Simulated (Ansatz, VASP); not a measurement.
# One calculation of Ti3Al, two programs

```
Ti Al
1.0
     0.00000    3.03195    3.35110
     3.03195    0.00000    3.35110
     3.03195    3.03195    0.00000
Ti Al
3 1
Direct
  0.75000 0.75000 0.75000
  0.25000 0.25000 0.25000
  0.00000 0.00000 0.00000
  0.50000 0.50000 0.50000
```

Change from the starting cell: strain -0.050 along x and y, +0.050 along z, atoms carried along.

Alike in both runs: task single point; functional PBEsol; k mesh 14 × 14 × 14; occupations gaussian, width 0.15 eV; collinear spin.

|  | VASP | Ansatz |
| --- | --- | --- |
| version | VASP 6.6.1 | Ansatz 0.2.0 |
| potentials or method | VASP PAW PBE potentials, release 64 (Ti_sv, Al), cutoff 500 eV | scalar-relativistic, plane waves, PAW |
| valence electrons in the cell | 39 | 39 |

```tsv
	VASP	Ansatz	Ansatz less VASP
gap on the k mesh at the Fermi level (eV)	none	none	-
pressure (GPa)	6.5	6.7	+0.19
traceless stress, the component that is largest in VASP (GPa)	0.74	0.72	-0.022
net moment per atom (μB)	0.27	0.28	+0.003
size of the moment on the site where the two differ most (μB)	0.58	0.57	-0.007
```

VASP's potentials were made for PBE, not for PBEsol. Site moments also hang on the region over which each program counts them. A gap of «none» marks a metal or a gap that the smearing closes. The functional is the same, so the differences come from potentials, cutoffs and numerics.
